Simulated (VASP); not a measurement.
Set up this calculation in VASP 6.6.1, as the native input.

```yaml
Task: relaxation of cell and atoms
Functional: PBEsol
Potentials_or_basis: VASP PAW PBE potentials, release 64 (Ga_d)
Cutoff: 600 eV
k_mesh: 17 × 17 × 9
Occupations: fermi-dirac, width 0.08 eV
Spin: no spin polarisation
Target_pressure: 100 GPa
Dipole_correction: no
Further_INCAR_settings: ALGO = Normal; EDIFF = 1e-06; IBRION = 2; EDIFFG = -0.005; NSW = 60; ISIF = 3
```

The structure of Ga lies in POSCAR:

```
Ga
1.0
    2.4896217875      0.0000000000      0.0000000000
   -1.2448108937      2.1560757138      0.0000000000
    0.0000000000      0.0000000000      4.0331872957
Ga
2
Direct
    0.3333333333      0.6666666667      0.2500000000
    0.6666666667      0.3333333333      0.7500000000
```

This isn't the form of Ga at room conditions, which is orthorhombic.

One way to write it, as run:

INCAR

```
SYSTEM = Ga
ALGO     = Normal         ! electronic algorithm
EDIFF    = 1E-6           ! SCF threshold, eV
EDIFFG   = -0.005         ! ionic threshold
ENCUT    = 600            ! plane-wave cutoff, eV
GGA      = PS             ! functional
IBRION   = 2              ! ionic algorithm
ISIF     = 3              ! what is computed and relaxed
ISMEAR   = -1             ! smearing method
LASPH    = .True.         ! aspherical terms in the spheres
LCHARG   = .False.        ! write CHGCAR
LREAL    = .False.        ! projectors in reciprocal space
LWAVE    = .False.        ! write WAVECAR
NELM     = 100            ! most SCF steps
NSW      = 60             ! ionic steps
PREC     = Accurate       ! precision mode
PSTRESS  = 1000.0       
SIGMA    = 0.08           ! smearing width, eV
```

KPOINTS

```
k-points
0
Gamma
  17 17 9
  0 0 0
```

Potentials or basis: VASP PAW PBE potentials, release 64 (Ga_d).

Launch:

```console
$ cat potpaw_PBE.64/Ga_d/POTCAR > POTCAR
$ mpirun -np 1 vasp_std > vasp.out
```

Results of the run:

| Quantity | Value |
| --- | --- |
| Relaxed volume | 10.79 Å³/atom |
| Relaxed cell | a = 2.473 Å, b = 2.473 Å, c = 4.076 Å, α = 90.00°, β = 90.00°, γ = 120.00° |
| Space group after relaxing (to 0.1 Å) | P6_3/mmc (No. 194) |
| Energy change on relaxing (the run minimises the enthalpy) | +20.0 meV/atom |
| Ionic steps | 6 |
| Pressure after relaxing | 100.0 GPa |
| Band gap on the k mesh | zero (bands 13 and 14 overlap by 9.00 eV) |

Caveat: the cell is relaxed towards a set pressure, so the run minimises the enthalpy, not the energy; the PAW data sets were made with another functional, which shifts forces and pressure a little.

Wall time 100 s on 1 thread of Intel(R) Xeon(R) 6975P-C (Granite Rapids) (shared host), peak memory 0.19 GiB.
